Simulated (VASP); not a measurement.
# HfSiF (P6_3mc) in VASP: further runs

Runs on HfSiF. Level: PBE. Tasks: single point, relaxation of cell and atoms.

Program: VASP 6.6.1. These are calculated values, not measurements. Logs are shortened: lines on timing, memory, paths and dates and some standing lists are left out, and cuts for length are marked.

### Step 1. The cell of the first run

It takes space group P6_3mc (No. 186, hexagonal). Conventional cell: a = 3.735 Å, b = 3.735 Å, c = 8.084 Å, α = 90.00°, β = 90.00°, γ = 120.00°. Hf (site symmetry 3m) has 3 F at 2.23 Å within 2.9 Å. Within 3.4 Å of Si (site symmetry 3m) lie 4 F at 2.55 to 2.62 Å and 6 Hf at 2.94 to 2.97 Å. F (site symmetry 3m) has 3 Hf at 2.23 Å and 4 Si at 2.55 to 2.62 Å within 2.9 Å.

### Step 2. Single point, PBE

Input file INCAR:

```
  ALGO = Normal
  EDIFF = 1E-7
  ENCUT = 520
  GGA = PE
  ISIF = 2
  ISMEAR = 0
  LASPH = T
  LCHARG = F
  LREAL = F
  LWAVE = F
  NBANDS = 30
  NELM = 100
  PREC = Accurate
  SIGMA = 0.1
```

Input file KPOINTS:

```
k-points
0
Gamma
  12 12 6
```

Input file POSCAR:

```
HfSiF
1.0
    3.7349914280      0.0000000000      0.0000000000
   -1.8674957140      3.2345974595      0.0000000000
    0.0000000000      0.0000000000      8.0839481481
Hf Si F
2 2 2
Direct
    0.0000000000      0.0000000000      0.5742307195
    0.0000000000      0.0000000000      0.0742307195
    0.6666666667      0.3333333333      0.8276009805
    0.3333333333      0.6666666667      0.3276009805
    0.3333333333      0.6666666667      0.6429483200
    0.6666666667      0.3333333333      0.1429483200
```

Potentials or basis: VASP PAW PBE potentials, release 64 (Hf_pv, Si, F).

Run with:

```console
cat potpaw_PBE.64/Hf_pv/POTCAR potpaw_PBE.64/Si/POTCAR potpaw_PBE.64/F/POTCAR > POTCAR
mpirun -np 1 vasp_std > vasp.out
```

OUTCAR:

```text
EDIFF = 1E-7
   ENCUT = 520
   GGA = PE
   ISIF = 2
   ISMEAR = 0
   LASPH = T
   LREAL = F
   NELM = 100
   PREC = Accurate

 ion  position               nearest neighbor table
   1  0.000  0.000  0.574-   5 2.23   5 2.23   5 2.23   4 2.94   4 2.94   4 2.94   3 2.97   3 2.97
                             3 2.97
   2  0.000  0.000  0.074-   6 2.23   6 2.23   6 2.23   3 2.94   3 2.94   3 2.94   4 2.97   4 2.97
                             4 2.97
   3  0.667  0.333  0.828-   2 2.94   2 2.94   2 2.94   1 2.97   1 2.97   1 2.97
   4  0.333  0.667  0.328-   1 2.94   1 2.94   1 2.94   2 2.97   2 2.97   2 2.97
   5  0.333  0.667  0.643-   1 2.23   1 2.23   1 2.23
   6  0.667  0.333  0.143-   2 2.23   2 2.23   2 2.23

  LATTYP: Found a hexagonal cell.
 ALAT       =     3.7349914280
 C/A-ratio  =     2.1643819816

  Lattice vectors:

 A1 = (   3.7349914280,   0.0000000000,   0.0000000000)
 A2 = (  -1.8674957140,   3.2345974595,   0.0000000000)
 A3 = (   0.0000000000,   0.0000000000,   8.0839481481)

Analysis of symmetry for initial positions (statically):
=====================================================================
 Subroutine PRICEL returns:
 Original cell was already a primitive cell.

 Routine SETGRP: Setting up the symmetry group for a
 hexagonal supercell.

 Subroutine GETGRP returns: Found 12 space group operations
 (whereof  6 operations were pure point group operations)
 out of a pool of 24 trial point group operations.

The static configuration has the point symmetry C_3v.
 The point group associated with its full space group is C_6v.

Analysis of symmetry for dynamics (positions and initial velocities):
=====================================================================
 Subroutine PRICEL returns:
 Original cell was already a primitive cell.

 Routine SETGRP: Setting up the symmetry group for a
 hexagonal supercell.

 Subroutine GETGRP returns: Found 12 space group operations
 (whereof  6 operations were pure point group operations)
 out of a pool of 24 trial point group operations.

The dynamic configuration has the point symmetry C_3v.
 The point group associated with its full space group is C_6v.

 Subroutine INISYM returns: Found 12 space group operations
 (whereof  6 operations are pure point group operations),
 and found     1 'primitive' translations

----------------------------------------------------------------------------------------

                                     Primitive cell

  volume of cell :      97.6637

  direct lattice vectors                    reciprocal lattice vectors
     3.734991428  0.000000000  0.000000000     0.267738232  0.154578740  0.000000000
    -1.867495714  3.234597460  0.000000000     0.000000000  0.309157480  0.000000000
     0.000000000  0.000000000  8.083948148     0.000000000  0.000000000  0.123701931

  length of vectors
     3.734991428  3.734991428  8.083948148     0.309157480  0.309157480  0.123701931

  position of ions in fractional coordinates (direct lattice)
     0.000000000  0.000000000  0.574230720
     0.000000000  0.000000000  0.074230720
     0.666666667  0.333333333  0.827600981
     0.333333333  0.666666667  0.327600981
     0.333333333  0.666666667  0.642948320
     0.666666667  0.333333333  0.142948320

  ion indices of the primitive-cell ions
   primitive index   ion index
                 1           1
                 2           2
                 3           3
                 4           4
                 5           5
                 6           6

----------------------------------------------------------------------------------------

 KPOINTS: k-points

Automatic generation of k-mesh.
 Grid dimensions read from file:
 generate k-points for:   12   12    6

 Generating k-lattice:

  Cartesian coordinates                     Fractional coordinates (reciprocal lattice)
     0.022311519  0.012881562  0.000000000     0.083333333  0.000000000  0.000000000
     0.000000000  0.025763123  0.000000000     0.000000000  0.083333333  0.000000000
     0.000000000  0.000000000  0.020616989     0.000000000  0.000000000  0.166666667

  Length of vectors
     0.025763123  0.025763123  0.020616989

  Shift w.r.t. Gamma in fractional coordinates (k-lattice)
     0.000000000  0.000000000  0.000000000

 Subroutine IBZKPT returns following result:
 ===========================================

 Found     76 irreducible k-points:

 Following reciprocal coordinates:
            Coordinates               Weight
  0.000000  0.000000  0.000000      1.000000
  0.083333  0.000000  0.000000      6.000000
  0.166667  0.000000  0.000000      6.000000
  0.250000  0.000000  0.000000      6.000000
  0.333333  0.000000  0.000000      6.000000
  0.416667  0.000000  0.000000      6.000000
[... 16 lines left out ...]
  0.250000  0.000000  0.166667     12.000000
  0.333333  0.000000  0.166667     12.000000
 [... further k-points ...]
   k-points           NKPTS =     76   k-points in BZ     NKDIM =     76   number of bands    NBANDS=     30
   number of dos      NEDOS =    301   number of ions     NIONS =      6
   total plane-waves  NPLWV =  47040
   dimension x,y,z NGX =    28 NGY =   28 NGZ =   60
   dimension x,y,z NGXF=    56 NGYF=   56 NGZF=  120
   ions per type =               2   2   2
   NGX,Y,Z   is equivalent  to a cutoff of  12.46, 12.46, 12.34 a.u.
   NGXF,Y,Z  is equivalent  to a cutoff of  24.93, 24.93, 24.68 a.u.
 SYSTEM =  unknown system
   PREC   = accura    normal or accurate (medium, high low for compatibility)
   ISTART =      0    job   : 0-new  1-cont  2-samecut
   ICHARG =      2    charge: 1-file 2-atom 10-const
   ISPIN  =      1    spin polarized calculation?
   LNONCOLLINEAR =      F non collinear calculations
   LSORBIT =      F    spin-orbit coupling
   LASPH  =      T    aspherical Exc in radial PAW
   ENCUT  =  520.0 eV  38.22 Ry    6.18 a.u.   6.94  6.94 15.03*2*pi/ulx,y,z
   NELM   =    100;   NELMIN=  2; NELMDL= -5     # of ELM steps
   EDIFF  = 0.1E-06   stopping-criterion for ELM
   LREAL  =      F    real-space projection
   EDIFFG = 0.1E-05   stopping-criterion for IOM
   NSW    =      0    number of steps for IOM
   IBRION =     -1    ionic relax: 0-MD 1-quasi-New 2-CG
   NFREE  =      0    steps in history (QN), initial steepest desc. (CG)
   ISIF   =      2    stress and relaxation
   ISYM   =      2    0-nonsym 1-usesym 2-fastsym
   POTIM  = 0.5000    time-step for ionic-motion
   TEBEG  =    0.0;   TEEND  =   0.0 temperature during run
   PSTRESS=    0.0 pullay stress
   NELECT =      42.0000    total number of electrons
   NUPDOWN=      -1.0000    fix difference up-down
   EMIN   =  10.00;   EMAX   =-10.00  energy-range for DOS
   EFERMI =   0.00;   METHOD = LEGACY
   ISMEAR =     0;   SIGMA  =   0.10  broadening in eV -4-tet -1-fermi 0-gaus
   EFERMI_NEDOS =   21; number of points for ismear=-14 and -15
   IALGO  =     38    algorithm
   IMIX   =      4    mixing-type and parameters
     AMIX     =   0.40;   BMIX     =  1.00
     AMIX_MAG =   1.60;   BMIX_MAG =  1.00
  volume/ion in A,a.u.               =      16.28       109.84
  Fermi-wavevector in a.u.,A,eV,Ry     =   1.235701  2.335137 20.775518  1.526957
  Thomas-Fermi vector in A             =   2.370340
   LORBIT       =      0    0 simple, 1 ext, 2 COOP (PROOUT), +10 PAW based schemes
   GGA     = PE    functional components
   LHFCALC =     F    Hartree Fock is set to
   AEXX    =    0.0000 exact exchange contribution
   IVDW    =     0    specifies the selected vdW correction
   LEPSILON=     F    determine dielectric tensor
   LRPA    =     F    only Hartree local field effects (RPA)
 non-spin polarized calculation
 Gauss-broadening in eV      SIGMA  =   0.10
  energy-cutoff  :      520.00
  volume of cell :       97.66
 maximum number of plane-waves:      2650
 NGX is ok and might be reduce to    28
   NGX = 13   NGY = 13   NGZ = 31

 number of electron      41.9999990 magnetization

 Free energy of the ion-electron system (eV)
  ---------------------------------------------------
  ext. energy  EPLUGINS =         0.00000000
  ---------------------------------------------------
  free energy    TOTEN  =       -39.43234405 eV

  energy without entropy =      -39.41777860  energy(sigma->0) =      -39.42506132

 E-fermi :   5.4570     XC(G=0): -10.7973

 val. band max:        5.4569285741   @ k =   0.2500   0.0833   0.5000
 cond. band min:       5.4677113210   @ k =   0.5000   0.0000   0.5000
 fundamental gap:      0.0107827469
 Fermi energy:         5.4569758893

 k-point     1 :       0.0000    0.0000    0.0000
  band No.  band energies     occupation
      1     -26.0073      2.00000
      2     -26.0073      2.00000
      3     -26.0048      2.00000
      4     -26.0048      2.00000
      5     -25.9123      2.00000
      6     -25.8760      2.00000
[... 22 lines left out ...]
     29       9.3109      0.00000
     30       9.3109      0.00000

 k-point     2 :       0.0833    0.0000    0.0000
  band No.  band energies     occupation
      1     -26.0306      2.00000
      2     -26.0285      2.00000
      3     -26.0099      2.00000
      4     -26.0074      2.00000
      5     -25.9067      2.00000
      6     -25.8714      2.00000
[... 22 lines left out ...]
     29       9.2231      0.00000
     30       9.3254      0.00000

 k-point     3 :       0.1667    0.0000    0.0000
  band No.  band energies     occupation
      1     -26.0900      2.00000
      2     -26.0873      2.00000
      3     -26.0168      2.00000
      4     -26.0142      2.00000
      5     -25.8962      2.00000
      6     -25.8620      2.00000
[... 22 lines left out ...]
     29       9.2218      0.00000
     30       9.3671      0.00000

 k-point     4 :       0.2500    0.0000    0.0000
  band No.  band energies     occupation
      1     -26.1657      2.00000
      2     -26.1618      2.00000
      3     -26.0262      2.00000
      4     -26.0235      2.00000
      5     -25.8857      2.00000
      6     -25.8524      2.00000
[... 22 lines left out ...]
     29       9.3372      0.00000
     30       9.5385      0.00000

 k-point     5 :       0.3333    0.0000    0.0000
  band No.  band energies     occupation
      1     -26.2377      2.00000
      2     -26.2327      2.00000
      3     -26.0356      2.00000
      4     -26.0328      2.00000
      5     -25.8767      2.00000
      6     -25.8442      2.00000
[... 22 lines left out ...]
     29       9.6893      0.00000
     30       9.8179      0.00000
[... 526 lines left out ...]
     29       9.2250      0.00000
     30       9.3720      0.00000

 k-point    22 :       0.1667    0.0000    0.1667
  band No.  band energies     occupation
      1     -26.0898      2.00000
      2     -26.0875      2.00000
      3     -26.0166      2.00000
      4     -26.0144      2.00000
      5     -25.8939      2.00000
      6     -25.8643      2.00000
[... 22 lines left out ...]
     29       9.1995      0.00000
     30       9.4300      0.00000

 k-point    23 :       0.2500    0.0000    0.1667
  band No.  band energies     occupation
      1     -26.1654      2.00000
      2     -26.1621      2.00000
      3     -26.0260      2.00000
      4     -26.0237      2.00000
      5     -25.8835      2.00000
      6     -25.8546      2.00000
[... 22 lines left out ...]
     29       9.2764      0.00000
     30       9.6024      0.00000

 k-point    24 :       0.3333    0.0000    0.1667
  band No.  band energies     occupation
      1     -26.2373      2.00000
      2     -26.2330      2.00000
      3     -26.0354      2.00000
      4     -26.0330      2.00000
      5     -25.8745      2.00000
      6     -25.8464      2.00000
[... 22 lines left out ...]
     29       9.5015      0.00000
     30       9.7449      0.00000

 [... further k-points ...]
[... 5 lines left out ...]
  --------------------------------------------------------------------------------------
  -------------------------------------------------------------------------------------
  Total       -0.9651100     -0.9651100     -0.5823256      0.0000000      0.0000000      0.0000000
  in kB      -15.8326644    -15.8326644     -9.5530735      0.0000000      0.0000000      0.0000000
  external PRESSURE =     -13.7394675 kB  Pullay stress =       0.0000000 kB

 VOLUME and BASIS-vectors are now :
 -----------------------------------------------------------------------------
  energy-cutoff  :      520.00
  volume of cell :       97.66
      direct lattice vectors                 reciprocal lattice vectors
     3.734991428  0.000000000  0.000000000     0.267738232  0.154578740  0.000000000
    -1.867495714  3.234597460  0.000000000     0.000000000  0.309157480  0.000000000
     0.000000000  0.000000000  8.083948148     0.000000000  0.000000000  0.123701931

 POSITION                                       TOTAL-FORCE (eV/Angst)
 -----------------------------------------------------------------------------------
      0.00000      0.00000      4.64205         0.000000     -0.000000      0.076514
      0.00000      0.00000      0.60008        -0.000000      0.000000      0.076514
      1.86750      1.07820      6.69028        -0.000000      0.000000     -0.008068
     -0.00000      2.15640      2.64831        -0.000000     -0.000000     -0.008068
     -0.00000      2.15640      5.19756         0.000000      0.000000     -0.068446
      1.86750      1.07820      1.15559        -0.000000     -0.000000     -0.068446
 -----------------------------------------------------------------------------------
    total drift:                               -0.000000     -0.000000     -0.008090

  FREE ENERGIE OF THE ION-ELECTRON SYSTEM (eV)
  ---------------------------------------------------
  free  energy   TOTEN  =       -39.4323440478 eV

  energy  without entropy=      -39.4177786010  energy(sigma->0) =      -39.42506132
```

Run time: 4.2 min. Hardware: 1 thread of AMD EPYC 7R43 (Zen 3), shared host; peak memory 0.29 GiB.

Results:

| Quantity | Value |
| --- | --- |
| Free energy | -39.4323 eV |
| Pressure | -1.4 GPa |
| Largest force | 0.077 eV/Å |
| Band gap on the k mesh | zero (band 21 reaches 6.87 eV, above the bottom of band 22 at 4.62 eV) |

Forces on the atoms (eV/Å):
```
Hf   0.000  0.000  0.077
Hf   0.000  0.000  0.077
Si   0.000  0.000 -0.008
Si   0.000  0.000 -0.008
F    0.000  0.000 -0.068
F    0.000  0.000 -0.068
```

Levels at points of the mesh, in eV from the Fermi level:
| k point | band 17 | band 18 | band 19 | band 20 | band 21 | band 22 | band 23 | band 24 | band 25 | band 26 |
| --- | --- | --- | --- | --- | --- | --- | --- | --- | --- | --- |
| (0.00, 0.00, 0.00) | -2.96 | 0.03 | 0.03 | 0.14 | 1.41 | 1.60 | 1.60 | 2.71 | 2.71 | 2.77 |
| (0.50, 0.00, 0.00) | -2.98 | -2.03 | -0.89 | -0.67 | -0.59 | 1.26 | 1.28 | 1.37 | 2.04 | 2.62 |
| (0.00, 0.00, 0.50) | -1.34 | -1.34 | 0.56 | 0.56 | 0.56 | 0.56 | 1.97 | 1.97 | 3.42 | 3.42 |
| (0.50, 0.00, 0.50) | -2.57 | -2.57 | -0.68 | -0.68 | 0.01 | 0.01 | 1.03 | 1.03 | 3.38 | 3.38 |

Caveat: spin-orbit coupling is left out, which moves the levels of the heavy elements.

### Step 3. Relaxation of cell and atoms, PBE

Input file INCAR:

```
ALGO = Normal
EDIFF = 1E-6
EDIFFG = -0.01
ENCUT = 600
GGA = PE
IBRION = 2
ISIF = 3
ISMEAR = 0
LASPH = T
LCHARG = F
LREAL = F
LWAVE = F
NELM = 100
NSW = 100
PREC = Accurate
SIGMA = 0.1
```

KPOINTS is that of step 2.

Input file POSCAR:

```
HfSiF
1.0
    3.7107798350      0.0000000000      0.0000000000
   -1.8553899175      3.2136296050      0.0000000000
    0.0000000000      0.0000000000      8.1915119571
Hf Si F
2 2 2
Direct
    0.0000000000      0.0000000000      0.5720777275
    0.0000000000      0.0000000000      0.0720777275
    0.6666666667      0.3333333333      0.8286123163
    0.3333333333      0.6666666667      0.3286123163
    0.3333333333      0.6666666667      0.6440899762
    0.6666666667      0.3333333333      0.1440899762
```

Potentials or basis: VASP PAW PBE potentials, release 64 (Hf_pv, Si, F).

Run with:

```console
cat potpaw_PBE.64/Hf_pv/POTCAR potpaw_PBE.64/Si/POTCAR potpaw_PBE.64/F/POTCAR > POTCAR
mpirun -np 1 vasp_std > vasp.out
```

Wall time 12 min (1 thread of AMD EPYC 7R43 (Zen 3), shared host); peak memory 0.35 GiB.

Results (log left out):

| Property | Result |
| --- | --- |
| Free energy | -39.4420 eV |
| Relaxed volume | 16.16 Å³/atom |
| Relaxed cell | a = 3.708 Å, b = 3.708 Å, c = 8.142 Å, α = 90.00°, β = 90.00°, γ = 120.00° |
| Space group after relaxing (to 0.05 Å) | P6_3mc (No. 186) |
| Energy gained by relaxing | 1.7 meV/atom |
| Ionic steps | 6 |
| Pressure after relaxing | 0.0 GPa |
| Largest force after relaxing | 0.007 eV/Å |
| Band gap on the k mesh | zero (band 21 reaches 6.94 eV, above the bottom of band 22 at 4.67 eV) |

Forces on the atoms (eV/Å):
```
Hf   0.000  0.000 -0.004
Hf   0.000  0.000 -0.004
Si   0.000  0.000 -0.003
Si   0.000  0.000 -0.003
F    0.000  0.000  0.007
F    0.000  0.000  0.007
```

Stress tensor (GPa, compression positive):
```
 0.08  0.00  0.00
 0.00  0.08  0.00
 0.00  0.00 -0.09
```

Step by step:
| step | energy change (eV) | largest force (eV/Å) | pressure (GPa) | volume (Å³) |
| --- | --- | --- | --- | --- |
| 1 | 0.0000 | 0.1919 | -1.10 | 97.68 |
| 2 | -0.0059 | 0.0700 | 0.86 | 96.11 |
| 3 | -0.0067 | 0.1016 | 0.39 | 96.50 |
| 4 | -0.0092 | 0.0504 | 0.18 | 96.72 |
| 5 | -0.0101 | 0.0050 | 0.00 | 96.94 |
| 6 | -0.0101 | 0.0070 | 0.03 | 96.95 |

Final structure:
```yaml
crystal:
  lattice:
    - [3.70796, 0.00000, 0.00000]
    - [-1.85398, 3.21119, 0.00000]
    - [0.00000, 0.00000, 8.14243]
  atoms:
    - { symbol: Hf, position: [0.00000, 0.00000, 0.57457] }
    - { symbol: Hf, position: [0.00000, 0.00000, 0.07457] }
    - { symbol: Si, position: [0.66667, 0.33333, 0.82843] }
    - { symbol: Si, position: [0.33333, 0.66667, 0.32843] }
    - { symbol: F, position: [0.33333, 0.66667, 0.64178] }
    - { symbol: F, position: [0.66667, 0.33333, 0.14178] }
```

Levels at points of the mesh, in eV from the Fermi level:
```tsv
k point	band 18	band 19	band 20	band 21	band 22	band 23	band 24	band 25
(0.00, 0.00, 0.00)	0.08	0.08	0.11	1.36	1.60	1.60	2.67	2.78
(0.50, 0.00, 0.00)	-2.13	-0.94	-0.70	-0.57	1.21	1.25	1.36	2.04
(0.00, 0.00, 0.50)	-1.40	0.60	0.60	0.60	0.60	1.93	1.93	3.47
(0.50, 0.00, 0.50)	-2.65	-0.71	-0.71	0.02	0.02	0.97	0.97	3.41
```

Caveat: spin-orbit coupling is left out, which moves the levels of the heavy elements.
